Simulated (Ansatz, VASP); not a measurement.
## Rh in VASP and in Ansatz

Contents of INCAR:

```
PREC = Accurate ; ENCUT = 520
EDIFF = 1E-8 ; ISMEAR = -1
SIGMA = 0.08 ; LREAL = F
LASPH = T ; NELM = 80
ALGO = Normal ; ISIF = 2
LWAVE = F ; LCHARG = F
GGA = PE ; LEFG = T
NBANDS = 22
```

The input KPOINTS:

```
Automatic mesh
0
Gamma
  11 11 11
```

File POSCAR:

```
Rh
1.0
    0.0000000000      2.7796113754      2.7796113754
    2.7796113754      0.0000000000      2.7796113754
    2.7796113754      2.7796113754      0.0000000000
Rh
2
Direct
    0.0000000000      0.0000000000      0.0000000000
    0.2500000000      0.2500000000      0.2500000000
```

Input for Ansatz:

```yaml
crystal:
  lattice:
    - [0.0, 2.7796113754, 2.7796113754]
    - [2.7796113754, 0.0, 2.7796113754]
    - [2.7796113754, 2.7796113754, 0.0]
  atoms:
    - { symbol: Rh, position: [0.0, 0.0, 0.0] }
    - { symbol: Rh, position: [0.25, 0.25, 0.25] }
kpoints:
  mp_grid: { grid: [11, 11, 11] }
scf:
  occupations: { method: fermi_dirac, width: 0.08 }
hamiltonian:
  xc: pbe
  pseudopotentials: { kind: paw }
output:
  forces: true
  stress: true
  eigenvalues: true
  efg: { contact_densities: true }
```

Change from the starting cell: volume scaled by 1.025, PAW files.

Alike in both runs: task electric field gradients; functional PBE; k mesh 11 × 11 × 11; occupations fermi-dirac, width 0.08 eV; no spin polarisation.

|  | VASP | Ansatz |
| --- | --- | --- |
| version | VASP 6.6.1 | Ansatz 0.2.0 |
| potentials or method | VASP PAW PBE potentials, release 64 (Rh_pv) | PAW with Ansatz's default frozen-core files, scalar-relativistic |
| plane-wave cutoff (eV) | 520 | 420 |
| valence electrons in the cell | 30 | 34 |

Ansatz gave:

* pressure (GPa): -3.0

Q: Estimate VASP's values.

A: Pressure (GPa): -2.8.

With one functional, cell and mesh, what is left measures potentials, basis and numerics. VASP's potentials hold 30 valence electrons a cell and Ansatz's 34, so a difference there can come from the potentials and not from the codes.
